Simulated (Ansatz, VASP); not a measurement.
## One calculation of Bi2Se3, two programs

```xyz
5
Lattice="2.0715 1.1960 9.5453 -2.0715 1.1960 9.5453 0.0000 -2.3920 9.5453" Properties=species:S:1:pos:R:3 pbc="T T T"
Bi    0.0000    0.0000   11.4773
Bi    0.0000    0.0000   17.1587
Se    0.0000    0.0000    0.0000
Se    0.0000    0.0000    6.0622
Se    0.0000    0.0000   22.5738
```

Alike in both runs: task single point; functional LDA; k mesh 6 × 6 × 6; no spin polarisation.

```csv
,VASP,Ansatz
version,VASP 6.6.1,Ansatz 0.2.0
potentials or method,"VASP PAW LDA potentials, release 64 (Bi_d, Se)","plane waves, PAW"
plane-wave cutoff (eV),520,420
occupations,"gaussian, width 0.01 eV",fixed
valence electrons in the cell,48,78
```

```tsv
	VASP	Ansatz	Ansatz less VASP
gap on the k mesh at the Fermi level (eV)	0.10	0.10	+0.005
```

LDA's correlation is that of Perdew and Zunger in VASP and of Perdew and Wang (1992) in Ansatz. VASP's potentials hold 48 valence electrons a cell and Ansatz's 78, so a difference there can come from the potentials and not from the codes.

Neither program's run includes spin-orbit coupling.
